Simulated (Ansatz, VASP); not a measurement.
This is a calculation of TePb for Ansatz 0.2.0.

The input input.yaml:

```yaml
crystal:
  lattice:
    - [3.9754252041, 0.0, 0.0]
    - [0.0, 3.9754252041, 0.0]
    - [0.0, 0.0, 3.9754252041]
  atoms:
    - { symbol: Pb, position: [0.0, 0.0, 0.0] }
    - { symbol: Te, position: [0.5, 0.5, 0.5] }
hamiltonian:
  xc: r2scan0
  pseudopotentials: { kind: paw }
kpoints:
  mp_grid: { grid: [4, 4, 4] }
scf:
  occupations: { method: fermi_dirac, width: 0.05 }
output:
  forces: true
  stress: true
  eigenvalues: true
```

Potentials or basis: Ansatz PAW.

The run is started by

```console
$ ansatz run input.yaml --threads 2 --pin off --max-ram 5632MiB --backend cpu --events-out ev --progress --plain --runs-dir out
```

Task: Translate it to VASP 6.6.1. Potentials there: VASP PAW PBE potentials, release 64 (Pb_d, Te).

Result: As run (the cutoff follows the program's own potentials):

The input POSCAR:

```
TePb
1.0
    3.9754252041      0.0000000000      0.0000000000
    0.0000000000      3.9754252041      0.0000000000
    0.0000000000      0.0000000000      3.9754252041
Pb Te
1 1
Direct
    0.0000000000      0.0000000000      0.0000000000
    0.5000000000      0.5000000000      0.5000000000
```

Contents of INCAR.step1:

```
SYSTEM = TePb
PREC = Accurate ; ENCUT = 520
EDIFF = 1E-5 ; ISMEAR = -1
SIGMA = 0.05 ; LREAL = .False.
LASPH = .True. ; NELM = 60
ALGO = Normal ; ISIF = 2
LWAVE = .True. ; NBANDS = 17
GGA = PE
```

The input INCAR.step2:

```
SYSTEM = TePb
PREC = Accurate ; ENCUT = 520
EDIFF = 1E-6 ; ISMEAR = -1
SIGMA = 0.05 ; LREAL = .False.
LASPH = .True. ; NELM = 60
ALGO = Normal ; ISIF = 2
LWAVE = .False. ; LCHARG = .True.
METAGGA = R2SCAN ; LHFCALC = .True.
AEXX = 0.25 ; LMIXTAU = .True.
PRECFOCK = Normal ; LELF = .True.
LVHAR = .True. ; NBANDS = 17
ISTART = 1
```

KPOINTS

```
Automatic mesh
0
Gamma
  4 4 4
  0 0 0
```

Potentials or basis: VASP PAW PBE potentials, release 64 (Pb_d, Te).

Launch:

```sh
$ cat potpaw_PBE.64/Pb_d/POTCAR potpaw_PBE.64/Te/POTCAR > POTCAR
$ cp INCAR.step1 INCAR
$ mpirun -np 1 vasp_std > vasp.out
$ cp INCAR.step2 INCAR
$ mpirun -np 1 vasp_std > vasp.out
```

Both were run:

|  | VASP | Ansatz | Ansatz less VASP |
| --- | --- | --- | --- |
| gap on the k mesh at the Fermi level (eV) | none | none | - |
| pressure (GPa) | 0.3 | 0.6 | +0.29 |

VASP's potentials were made for PBE, not for r2SCAN0. A gap of «none» marks a metal or a gap that the smearing closes. VASP's potentials hold 20 valence electrons a cell and Ansatz's 30, so a difference there can come from the potentials and not from the codes.

The k mesh is coarse, so the values compare programs but aren't converged. Spin-orbit coupling is off throughout.
